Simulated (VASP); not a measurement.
Al:

```
CELL_PARAMETERS angstrom
0.00000 2.02481 2.02481
2.02481 0.00000 2.02481
2.02481 2.02481 0.00000
ATOMIC_POSITIONS crystal
Al 0.00000 0.00000 0.00000
```

* Program: VASP 6.6.1
* Task: relaxation of volume and atoms at fixed shape
* Functional: LDA
* Potentials or basis: VASP PAW LDA potentials, release 64 (Al)
* Cutoff: 600 eV
* k mesh: 18 × 18 × 18
* Occupations: fermi-dirac, width 0.05 eV
* Spin: no spin polarisation

At the start: pressure -3.6 GPa; volume 16.60 Å³/atom.

How do energy, volume and symmetry change on relaxing?

Over 3 steps the energy falls by 9.2 meV/atom and the volume is 15.82 Å³/atom (-4.7 %); space group Fm-3m (No. 225, to 0.05 Å).

The path:
```csv
step,energy change (eV),largest force (eV/Å),pressure (GPa),volume (Å³)
1,0.0000,0.0000,-3.61,16.60
2,-0.0091,0.0000,0.52,15.72
3,-0.0092,0.0000,0.00,15.82
```

Final structure:
```
Al
1.0
     0.00000    1.99234    1.99234
     1.99234    0.00000    1.99234
     1.99234    1.99234    0.00000
Al
1
Direct
  0.00000 0.00000 0.00000
```
